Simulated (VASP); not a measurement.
Wanted: the native input for a VASP 6.6.1 run.

- Task: single point
- Functional: r2SCAN
- Potentials or basis: VASP PAW PBE potentials, release 64 (Cd, S)
- Cutoff: 520 eV
- k mesh: 6 × 6 × 6
- Occupations: fermi-dirac, width 0.02 eV
- Spin: no spin polarisation
- Dipole correction: no
- Further INCAR settings: ALGO = Normal; EDIFF = 1e-06; NBANDS = 16

Crystal: CdS (Hawleyite).

```xyz
2
Lattice="0.0000 2.9165 2.9165 2.9165 0.0000 2.9165 2.9165 2.9165 0.0000" Properties=species:S:1:pos:R:3 pbc="T T T"
Cd    0.0000    0.0000    0.0000
S     1.4583    1.4583    1.4583
```

The input as run:

POSCAR

```
CdS
1.0
    0.0000000000      2.9165000000      2.9165000000
    2.9165000000      0.0000000000      2.9165000000
    2.9165000000      2.9165000000      0.0000000000
Cd S
1 1
Direct
    0.0000000000      0.0000000000      0.0000000000
    0.2500000000      0.2500000000      0.2500000000
```

INCAR.step1

```
  PREC = Accurate
  ENCUT = 520
  ISMEAR = -1
  SIGMA = 0.02
  LREAL = F
  LASPH = T
  NELM = 60
  NBANDS = 16
  GGA = PE
  ALGO = Normal
  EDIFF = 1E-4
  LWAVE = T
  LCHARG = F
```

INCAR.step2

```
  PREC = Accurate
  ENCUT = 520
  EDIFF = 1E-6
  ISMEAR = -1
  SIGMA = 0.02
  LREAL = F
  LASPH = T
  NELM = 60
  ALGO = Normal
  ISIF = 2
  LWAVE = F
  LCHARG = F
  METAGGA = R2SCAN
  LMIXTAU = T
  NBANDS = 16
  ISTART = 1
```

KPOINTS

```
regular mesh
0
Gamma
  6 6 6
```

Potentials or basis: VASP PAW PBE potentials, release 64 (Cd, S).

The run is started by

```sh
$ cat potpaw_PBE.64/Cd/POTCAR potpaw_PBE.64/S/POTCAR > POTCAR
$ cp INCAR.step1 INCAR
$ mpirun -np 1 vasp_std > vasp.out
$ cp INCAR.step2 INCAR
$ mpirun -np 1 vasp_std > vasp.out
```

It gave:

```yaml
Pressure: 1.8 GPa
Band_gap_on_the_k_mesh: 1.59 eV, direct
```

Caveat: the PAW data sets were made with another functional, which shifts forces and pressure a little.

It took 36 s on 1 thread of Intel(R) Xeon(R) Platinum 8259CL CPU @ 2.50GHz (Skylake/Cascade Lake) (shared host), peak memory 0.18 GiB.
